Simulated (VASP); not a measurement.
# WF3 (R-3m) in VASP: single point with PBE

Aim: the single point of WF3 with PBE.

Everything below comes from runs of VASP 6.6.1. Logs are shortened: lines on timing, memory, paths and dates and some standing lists are left out, and cuts for length are marked.

### 1 The cell of the first run

The structure is trigonal, space group R-3m (No. 166). Conventional cell: a = 3.962 Å, b = 3.962 Å, c = 8.926 Å, α = 90.00°, β = 90.00°, γ = 120.00°. Within 2.8 Å of W (site symmetry -3m) lie 14 F at 2.12 to 2.73 Å. F (site symmetry -3m) has 8 F at 2.34 to 2.37 Å and 6 W at 2.73 Å within 3.1 Å. Within 2.9 Å of F (site symmetry 3m) lie 4 W at 2.12 to 2.44 Å and 10 F at 2.34 to 2.85 Å.

The cell was generated, and may not be a known phase.

### 2 Single point, PBE

Input file INCAR:

```
PREC = Accurate
ENCUT = 600
EDIFF = 1E-6
ISMEAR = 0
SIGMA = 0.2
LREAL = False
LASPH = True
NELM = 120
ALGO = Normal
ISIF = 2
LWAVE = False
LCHARG = False
GGA = PE
NBANDS = 26
GGA_COMPAT = False
```

Input file KPOINTS:

```
regular mesh
0
Gamma
  5 5 5
```

Input file POSCAR:

```
WF3
1.0
    1.9809747124      1.1437162819      2.9753715738
   -1.9809747124      1.1437162819      2.9753715738
    0.0000000000     -2.2874325684      2.9753715721
W F
1 3
Direct
    0.5000000000      0.5000000000      0.5000000000
    0.0000000000      0.0000000000      0.0000000000
    0.2620412557      0.2620412557      0.2620412557
    0.7379587443      0.7379587443      0.7379587443
```

Potentials or basis: VASP PAW PBE potentials, release 64 (W_sv, F).

Started as:

```sh
$ cat potpaw_PBE.64/W_sv/POTCAR potpaw_PBE.64/F/POTCAR > POTCAR
$ mpirun -np 1 vasp_std > vasp.out
```

OUTCAR:

```text
PREC = Accurate
   ENCUT = 600
   EDIFF = 1E-6
   ISMEAR = 0
   LREAL = False
   LASPH = True
   NELM = 120
   ISIF = 2
   GGA = PE

 ion  position               nearest neighbor table
   1  0.500  0.500  0.500-   3 2.12   4 2.12   3 2.44   4 2.44   3 2.44   3 2.44   4 2.44   4 2.44

   2  0.000  0.000  0.000-
   3  0.262  0.262  0.262-   1 2.12   1 2.44   1 2.44   1 2.44
   4  0.738  0.738  0.738-   1 2.12   1 2.44   1 2.44   1 2.44

  LATTYP: Found a trigonal (rhomboedric) cell.
 ALAT       =     3.7530232809
 COS(alpha) =     0.4427817369

  Lattice vectors:

 A1 = (   1.9809747124,   1.1437162819,   2.9753715738)
 A2 = (  -1.9809747124,   1.1437162819,   2.9753715738)
 A3 = (   0.0000000000,  -2.2874325684,   2.9753715721)

Analysis of symmetry for initial positions (statically):
=====================================================================
 Subroutine PRICEL returns:
 Original cell was already a primitive cell.

 Routine SETGRP: Setting up the symmetry group for a
 trigonal (rhombohedral) supercell.

 Subroutine GETGRP returns: Found 12 space group operations
 (whereof 12 operations were pure point group operations)
 out of a pool of 12 trial point group operations.

The static configuration has the point symmetry D_3d.

Analysis of symmetry for dynamics (positions and initial velocities):
=====================================================================
 Subroutine PRICEL returns:
 Original cell was already a primitive cell.

 Routine SETGRP: Setting up the symmetry group for a
 trigonal (rhombohedral) supercell.

 Subroutine GETGRP returns: Found 12 space group operations
 (whereof 12 operations were pure point group operations)
 out of a pool of 12 trial point group operations.

The dynamic configuration has the point symmetry D_3d.

 Subroutine INISYM returns: Found 12 space group operations
 (whereof 12 operations are pure point group operations),
 and found     1 'primitive' translations

----------------------------------------------------------------------------------------

                                     Primitive cell

  volume of cell :      40.4473

  direct lattice vectors                    reciprocal lattice vectors
     1.980974712  1.143716282  2.975371574     0.252401001  0.145723786  0.112030826
    -1.980974712  1.143716282  2.975371574    -0.252401001  0.145723786  0.112030826
[... 82 lines left out ...]
   NELM   =    120;   NELMIN=  2; NELMDL= -5     # of ELM steps
   EDIFF  = 0.1E-05   stopping-criterion for ELM
   LREAL  =      F    real-space projection
   EDIFFG = 0.1E-04   stopping-criterion for IOM
   NSW    =      0    number of steps for IOM
   IBRION =     -1    ionic relax: 0-MD 1-quasi-New 2-CG
   NFREE  =      0    steps in history (QN), initial steepest desc. (CG)
   ISIF   =      2    stress and relaxation
   ISYM   =      2    0-nonsym 1-usesym 2-fastsym
   POTIM  = 0.5000    time-step for ionic-motion
   TEBEG  =    0.0;   TEEND  =   0.0 temperature during run
   PSTRESS=    0.0 pullay stress
   NELECT =      35.0000    total number of electrons
   NUPDOWN=      -1.0000    fix difference up-down
   EMIN   =  10.00;   EMAX   =-10.00  energy-range for DOS
   EFERMI =   0.00;   METHOD = LEGACY
   ISMEAR =     0;   SIGMA  =   0.20  broadening in eV -4-tet -1-fermi 0-gaus
   EFERMI_NEDOS =   21; number of points for ismear=-14 and -15
   IALGO  =     38    algorithm
   IMIX   =      4    mixing-type and parameters
     AMIX     =   0.40;   BMIX     =  1.00
     AMIX_MAG =   1.60;   BMIX_MAG =  1.00
  volume/ion in A,a.u.               =      10.11        68.24
  Fermi-wavevector in a.u.,A,eV,Ry     =   1.560035  2.948038 33.112615  2.433709
  Thomas-Fermi vector in A             =   2.663306
   LORBIT       =      0    0 simple, 1 ext, 2 COOP (PROOUT), +10 PAW based schemes
   GGA     = PE    functional components
   LHFCALC =     F    Hartree Fock is set to
   AEXX    =    0.0000 exact exchange contribution
   IVDW    =     0    specifies the selected vdW correction
   LEPSILON=     F    determine dielectric tensor
   LRPA    =     F    only Hartree local field effects (RPA)
 non-spin polarized calculation
 Gauss-broadening in eV      SIGMA  =   0.20
  energy-cutoff  :      600.00
  volume of cell :       40.45
 maximum number of plane-waves:      1366
 NGX is ok and might be reduce to    30
   NGX = 15   NGY = 15   NGZ = 15

 number of electron      35.0000006 magnetization

 Free energy of the ion-electron system (eV)
  ---------------------------------------------------
  ext. energy  EPLUGINS =         0.00000000
  ---------------------------------------------------
  free energy    TOTEN  =       -21.33920018 eV

  energy without entropy =      -21.21050126  energy(sigma->0) =      -21.27485072

 E-fermi :   7.4800     XC(G=0): -12.1781

 val. band max:        7.4787993117   @ k =  -0.4000   0.2000  -0.0000
 cond. band min:       7.4805378515   @ k =  -0.2000   0.4000   0.2000
 fundamental gap:      0.0017385398
 Fermi energy:         7.4799501990

 k-point     1 :       0.0000    0.0000    0.0000
  band No.  band energies     occupation
      1     -68.4099      2.00000
      2     -32.6292      2.00000
      3     -32.4884      2.00000
      4     -32.4884      2.00000
      5     -19.4369      2.00000
      6     -18.1000      2.00000
[... 540 lines left out ...]
     25      18.7073      0.00000
     26      23.3847      0.00000

------------------------ aborting loop because EDIFF is reached ----------------------------------------

  FORCE on cell =-STRESS in cart. coord.  units (eV):
  Direction    XX          YY          ZZ          XY          YZ          ZX
  --------------------------------------------------------------------------------------
  -------------------------------------------------------------------------------------
  Total       -0.0211417     -0.0211417      0.4514966      0.0000000     -0.0000000      0.0000000
  in kB       -0.8374554     -0.8374554     17.8844423      0.0000000     -0.0000000      0.0000000
  external PRESSURE =       5.4031772 kB  Pullay stress =       0.0000000 kB

 VOLUME and BASIS-vectors are now :
 -----------------------------------------------------------------------------
  energy-cutoff  :      600.00
  volume of cell :       40.45
      direct lattice vectors                 reciprocal lattice vectors
     1.980974712  1.143716282  2.975371574     0.252401001  0.145723786  0.112030826
    -1.980974712  1.143716282  2.975371574    -0.252401001  0.145723786  0.112030826
     0.000000000 -2.287432568  2.975371572     0.000000000 -0.291447572  0.112030825

 POSITION                                       TOTAL-FORCE (eV/Angst)
 -----------------------------------------------------------------------------------
      0.00000     -0.00000      4.46306         0.000000     -0.000000      0.000000
      0.00000      0.00000      0.00000        -0.000000     -0.000000      0.000000
      0.00000     -0.00000      2.33901        -0.000000      0.000000     -0.069397
      0.00000     -0.00000      6.58710        -0.000000     -0.000000      0.069397
 -----------------------------------------------------------------------------------
    total drift:                                0.000000     -0.000000      0.000000

  FREE ENERGIE OF THE ION-ELECTRON SYSTEM (eV)
  ---------------------------------------------------
  free  energy   TOTEN  =       -21.3392001751 eV

  energy  without entropy=      -21.2105012611  energy(sigma->0) =      -21.27485072
```

Run time: 49 s. Hardware: 1 thread of Intel Xeon 8259CL, shared host; peak memory 0.18 GiB.

What came out:

```
Free energy            : -21.3392 eV
Pressure               : 0.5 GPa
Largest force          : 0.069 eV/Å
Band gap on the k mesh : zero (an odd number of electrons rules out a gap without spin polarisation)
```

Forces on the atoms (eV/Å):
```
W    0.000  0.000  0.000
F    0.000  0.000  0.000
F    0.000  0.000 -0.069
F    0.000  0.000  0.069
```

Stress tensor (GPa, compression positive):
```
-0.08  0.00  0.00
 0.00 -0.08  0.00
 0.00  0.00  1.79
```

Caveat: the k points lie up to 0.39 Å⁻¹ apart, too coarse for converged energies and pressures of a metal; spin-orbit coupling is left out, which moves the levels of the heavy elements; an odd number of electrons without spin polarisation forces a metal; a magnetic or distorted state may lie lower.
